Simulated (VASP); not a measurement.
Set up this calculation in VASP 6.6.1, as the native input.

* Task: single point
* Functional: PBE
* Potentials or basis: VASP PAW PBE potentials, release 64 (I)
* Cutoff: 500 eV
* k mesh: 4 × 4 × 4
* Occupations: fermi-dirac, width 0.15 eV
* Spin: no spin polarisation
* Dipole correction: no
* Further INCAR settings: ALGO = Normal; EDIFF = 1e-06; NBANDS = 10

The structure of I lies in POSCAR:

```
I
1.0
    0.0000000000      2.5787753100      2.5787753100
    2.5787753100      0.0000000000      2.5787753100
    2.5787753100      2.5787753100      0.0000000000
I
1
Direct
    0.0000000000      0.0000000000      0.0000000000
```

One way to write it, as run:

INCAR

```
  PREC = Accurate
  ENCUT = 500
  EDIFF = 1E-6
  ISMEAR = -1
  SIGMA = 0.15
  LREAL = F
  LASPH = T
  NELM = 120
  ALGO = Normal
  ISIF = 2
  LWAVE = F
  LCHARG = F
  GGA = PE
  NBANDS = 10
  GGA_COMPAT = F
```

KPOINTS

```
Automatic mesh
0
Gamma
  4 4 4
```

Potentials or basis: VASP PAW PBE potentials, release 64 (I).

Launch:

```console
$ cat potpaw_PBE.64/I/POTCAR > POTCAR
$ mpirun -np 1 vasp_std > vasp.out
```

It gave:

```
Pressure               : 0.5 GPa
Band gap on the k mesh : zero (an odd number of electrons rules out a gap without spin polarisation)
```

Caveat: the k points lie up to 0.53 Å⁻¹ apart, too coarse for converged energies and pressures of a metal; spin-orbit coupling is left out, which moves the levels of the heavy elements; an odd number of electrons without spin polarisation forces a metal; a magnetic or distorted state may lie lower.

Run time: 6.1 s on 1 thread of Intel Xeon 8259CL, with other jobs on the host, peak memory 0.15 GiB.
